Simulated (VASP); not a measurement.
A run of VASP 6.6.1 is set up as follows.

Contents of INCAR:

```
SYSTEM = Ca
PREC = Accurate
ENCUT = 520
EDIFF = 1E-7
ISMEAR = 0
SIGMA = 0.15
LREAL = .False.
LASPH = .True.
NELM = 60
ALGO = Fast
ISIF = 2
LWAVE = .False.
LCHARG = .True.
LELF = .True.
LVHAR = .True.
NBANDS = 17
```

The input KPOINTS:

```
Automatic mesh
0
Gamma
  15 15 8
  0 0 0
```

POSCAR

```
Ca
1.0
    4.0993995062      0.0000000000      0.0000000000
   -2.0496997531      3.5501841127      0.0000000000
    0.0000000000      0.0000000000      6.7156000000
Ca
2
Direct
    0.3333333333      0.6666666667      0.2500000000
    0.6666666667      0.3333333333      0.7500000000
```

Potentials or basis: VASP PAW LDA potentials, release 64 (Ca_sv).

The run is started by

```sh
$ cat potpaw_LDA.64/Ca_sv/POTCAR > POTCAR
$ mpirun -np 1 vasp_std > vasp.out
```

**Question.** What does it give for the band gap on the k mesh?

**Answer.** Zero (bands 10 and 11 overlap by 0.46 eV).

**Question.** Predict the pressure.

**Answer.** -3.2 GPa.

Caveat: the cell differs from its parent crystal (strain +0.030 along x and y, +0.030 along z); the cell stands under tension.
